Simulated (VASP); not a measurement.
Set up this calculation in VASP 6.6.1, as the native input.

| Item | Value |
| --- | --- |
| Task | single point |
| Functional | PBEsol |
| Potentials or basis | VASP PAW PBE potentials, release 64 (Hf_pv, N) |
| Cutoff | 520 eV |
| k mesh | 9 × 9 × 9 |
| Occupations | fermi-dirac, width 0.05 eV |
| Spin | no spin polarisation |
| Dipole correction | no |
| Further INCAR settings | ALGO = Normal; EDIFF = 1e-06; NBANDS = 14 |

The structure of HfN lies in POSCAR:

```
HfN
1.0
    0.0000000000      2.4332852075      2.4332852075
    2.4332852075      0.0000000000      2.4332852075
    2.4332852075      2.4332852075      0.0000000000
Hf N
1 1
Direct
    0.0000000000      0.0000000000      0.0000000000
    0.2500000000      0.2500000000      0.2500000000
```

The input as run:

INCAR

```
SYSTEM = HfN
  PREC = Accurate
  ENCUT = 520
  EDIFF = 1E-6
  ISMEAR = -1
  SIGMA = 0.05
  LREAL = .FALSE.
  LASPH = .TRUE.
  NELM = 100
  ALGO = Normal
  ISIF = 2
  LWAVE = .FALSE.
  LCHARG = .FALSE.
  GGA = PS
  NBANDS = 14
```

KPOINTS

```
Automatic mesh
0
G
  9 9 9
  0 0 0
```

Potentials or basis: VASP PAW PBE potentials, release 64 (Hf_pv, N).

Launch:

```console
$ cat potpaw_PBE.64/Hf_pv/POTCAR potpaw_PBE.64/N/POTCAR > POTCAR
$ mpirun -np 1 vasp_std > vasp.out
```

Results of the run:

```json
{"Pressure": "-0.8 GPa"}
```

Caveat: the PAW data sets were made with another functional, which shifts forces and pressure a little.

Wall time 7.9 s on 1 thread of Intel Xeon 6975P-C, on a shared host, peak memory 0.16 GiB.
